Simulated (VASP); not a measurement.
# Na in VASP: notebook, part 3 of 3

VASP 6.6.1. The steps go on from the part before.

### Step 5. Electric field gradients, PBE (equal xy, yz and zx shear strains of -1.5 %)

File INCAR:

```
PREC = Accurate
ENCUT = 400
EDIFF = 1E-8
ISMEAR = -1
SIGMA = 0.05
LREAL = F
LASPH = T
NELM = 120
ALGO = Normal
ISIF = 2
LWAVE = F
LCHARG = F
GGA = PE
LEFG = T
NBANDS = 14
GGA_COMPAT = F
```

File KPOINTS:

```
Automatic mesh
0
Gamma
  13 13 7
```

File POSCAR:

```
Na
1.0
    3.7670009976     -0.0282525075     -0.0282525075
   -1.9079678880      3.2764448137     -0.0103411355
   -0.0461550000     -0.0461550000      6.1540000000
Na
2
Direct
    0.3333333333      0.6666666667      0.2500000000
    0.6666666667      0.3333333333      0.7500000000
```

Potentials or basis: VASP PAW PBE potentials, release 64 (Na_pv).

Launch:

```sh
$ cat potpaw_PBE.64/Na_pv/POTCAR > POTCAR
$ mpirun -np 1 vasp_std > vasp.out
```

OUTCAR:

```text
PREC = Accurate
   ENCUT = 400
   EDIFF = 1E-8
   ISMEAR = -1
   LREAL = F
   LASPH = T
   NELM = 120
   ISIF = 2
   GGA = PE

 ion  position               nearest neighbor table
   1  0.333  0.667  0.250-
   2  0.667  0.333  0.750-

  LATTYP: Found a triclinic cell.
 ALAT       =     3.7427592535
 B/A-ratio  =     1.0065335840
 C/A-ratio  =     1.6443339622
 COS(alpha) =     0.0149420690
 COS(beta)  =     0.0205446045
 COS(gamma) =     0.4902420347

  Lattice vectors:

 A1 = (   1.8590331096,   3.2481923062,  -0.0385936430)
 A2 = (   3.7670009976,  -0.0282525075,  -0.0282525075)
 A3 = (   0.0461550000,   0.0461550000,  -6.1540000000)

Analysis of symmetry for initial positions (statically):
=====================================================================
 Subroutine PRICEL returns:
 Original cell was already a primitive cell.

 Routine SETGRP: Setting up the symmetry group for a
 triclinic supercell.

 Subroutine GETGRP returns: Found  2 space group operations
 (whereof  2 operations were pure point group operations)
 out of a pool of  2 trial point group operations.

The static configuration has the point symmetry S_2 .

Analysis of symmetry for dynamics (positions and initial velocities):
=====================================================================
 Subroutine PRICEL returns:
 Original cell was already a primitive cell.

 Routine SETGRP: Setting up the symmetry group for a
 triclinic supercell.

 Subroutine GETGRP returns: Found  2 space group operations
[... 166 lines left out ...]
      7      -2.9669      2.00000
      8       0.8233      0.00003
      9       1.2096      0.00000
     10      10.0254      0.00000
     11      10.2622      0.00000
     12      10.3533      0.00000
     13      10.5459      0.00000
     14      10.7134      0.00000
[... 377 lines left out ...]
      1     -24.6591      2.00000
      2     -24.6578      2.00000
      3     -24.6563      2.00000
      4     -24.6466      2.00000
      5     -24.6417      2.00000
      6     -24.6404      2.00000
      7      -1.3248      2.00000
      8       2.2892      0.00000
      9       2.7099      0.00000
     10       4.1100      0.00000
     11       5.0837      0.00000
     12       7.3918      0.00000
     13       8.2206      0.00000
     14       8.3697      0.00000

 [... further k-points ...]
[... 5 lines left out ...]
  --------------------------------------------------------------------------------------
  -------------------------------------------------------------------------------------
  Total       -0.1675554     -0.1679163     -0.1181030      0.0255326      0.0281908      0.0280053
  in kB       -3.5502838     -3.5579302     -2.5024503      0.5410037      0.5973262      0.5933961
  external PRESSURE =      -3.2035548 kB  Pullay stress =       0.0000000 kB

 VOLUME and BASIS-vectors are now :
 -----------------------------------------------------------------------------
  energy-cutoff  :      400.00
  volume of cell :       75.61
      direct lattice vectors                 reciprocal lattice vectors
     3.767000998 -0.028252507 -0.028252507     0.266651564  0.155288850  0.003164553
    -1.907967888  3.276444814 -0.010341135     0.002316614  0.306565206  0.002316614
    -0.046155000 -0.046155000  6.154000000     0.001228068  0.001228068  0.162514359

 POSITION                                       TOTAL-FORCE (eV/Angst)
 -----------------------------------------------------------------------------------
     -0.02785      2.16334      1.52219         0.006154      0.000060      0.000494
      1.84073      1.03870      4.59322        -0.006154     -0.000060     -0.000494
 -----------------------------------------------------------------------------------
    total drift:                                0.000000     -0.000000     -0.000000

  FREE ENERGIE OF THE ION-ELECTRON SYSTEM (eV)
  ---------------------------------------------------
  free  energy   TOTEN  =        -2.6244149314 eV

  energy  without entropy=       -2.6161990473  energy(sigma->0) =       -2.62030699

 Electric field gradients (V/A^2)
---------------------------------------------------------------------
 ion       V_xx      V_yy      V_zz      V_xy      V_xz      V_yz
---------------------------------------------------------------------
   1       0.115     0.130    -0.244     0.081     0.006     0.005
   2       0.115     0.130    -0.244     0.081     0.006     0.005
---------------------------------------------------------------------

 Electric field gradients after diagonalization (V/A^2)
 (convention: |V_zz| > |V_xx| > |V_yy|)
----------------------------------------------------------------------
 ion       V_xx      V_yy      V_zz     asymmetry (V_yy - V_xx)/ V_zz
----------------------------------------------------------------------
   1       0.203     0.041    -0.245       0.662
   2       0.203     0.041    -0.245       0.662
----------------------------------------------------------------------

           NMR quadrupolar parameters

 Cq : quadrupolar parameter    Cq=e*Q*V_zz/h
 eta: asymmetry parameters     (V_yy - V_xx)/ V_zz
 Q  : nuclear electric quadrupole moment in mb (millibarn)
----------------------------------------------------------------------
 ion       Cq(MHz)       eta       Q (mb)
----------------------------------------------------------------------
   1      -0.001       0.662       1.000
   2      -0.001       0.662       1.000
----------------------------------------------------------------------
```

stdout:

```text
POSCAR found type information on POSCAR Na
 POSCAR found :  1 types and       2 ions
 scaLAPACK will be used
 LDA part: xc-table for (Slater+PW92), standard interpolation
 POSCAR, INCAR and KPOINTS ok, starting setup
 FFT: planning ... GRIDC
 FFT: planning ... GRID_SOFT
 FFT: planning ... GRID
 WAVECAR not read
 entering main loop
ion   1
     0.0000330    -0.0015778     0.0001575     0.0048205     0.0001248     0.0001500
     0.0000455    -0.0015778     0.0001575     0.0048205     0.0001248     0.0001500
     0.0000627    -0.0015778     0.0001575     0.0048205     0.0001248     0.0001500
     0.0000863    -0.0015778     0.0001575     0.0048205     0.0001248     0.0001500

     0.0000330    -0.0637234     0.0024078     0.1914439     0.0014992     0.0059604
     0.0000455    -0.0637233     0.0024078     0.1914438     0.0014992     0.0059604
     0.0000627    -0.0637233     0.0024078     0.1914436     0.0014992     0.0059604
     0.0000863    -0.0637232     0.0024078     0.1914434     0.0014992     0.0059604

ion   2
     0.0000330    -0.0015778     0.0001575     0.0048205     0.0001248     0.0001500
     0.0000455    -0.0015778     0.0001575     0.0048205     0.0001248     0.0001500
     0.0000627    -0.0015778     0.0001575     0.0048205     0.0001248     0.0001500
     0.0000863    -0.0015778     0.0001575     0.0048205     0.0001248     0.0001500

     0.0000330    -0.0637234     0.0024078     0.1914439     0.0014992     0.0059604
     0.0000455    -0.0637233     0.0024078     0.1914438     0.0014992     0.0059604
     0.0000627    -0.0637233     0.0024078     0.1914436     0.0014992     0.0059604
     0.0000863    -0.0637232     0.0024078     0.1914434     0.0014992     0.0059604
```

Wall time 6.2 min (1 thread of AMD EPYC 7R13, shared host); peak memory 0.38 GiB.

What came out:

```yaml
Free_energy: -2.6244 eV
Pressure: -0.3 GPa
Largest_force: 0.006 eV/Å
Band_gap_on_the_k_mesh: zero (bands 7 and 8 overlap by 3.45 eV)
Largest_electric_field_gradient_by_atom: Na -0.24 V/Å²
```

Forces in eV/Å, atoms in the order of the input:
```
Na   0.006  0.000  0.000
Na  -0.006  0.000  0.000
```

Caveat: the cell differs from its parent crystal (equal xy, yz and zx shear strains of -1.5 %); without QUAD_EFG the Cq values of the log hold for a quadrupole moment of 1 mb, not for the nuclei.

### Step 6. Overview

```tsv
cell	cutoff (eV)	gap on the mesh (eV)	pressure (GPa)
a = 3.767, b = 3.767, c = 6.277 Å, angles 90.0, 90.0, 120.0°, 2 atoms	520	none	-0.3
a = 3.767, b = 3.767, c = 6.339 Å, angles 90.0, 90.0, 120.0°, 2 atoms	520	none	-0.4
a = 3.767, b = 3.792, c = 6.154 Å, angles 90.3, 90.9, 120.6°, 2 atoms	400	none	-0.3
```

Alike in all rows: task electric field gradients; level PBE; potentials or basis VASP PAW PBE potentials, release 64 (Na_pv); no spin polarisation; k mesh 13 × 13 × 7; smearing fermi-dirac 0.05 eV.

Total energies depend on the potentials used, so only differences within one code and one set of settings carry meaning.
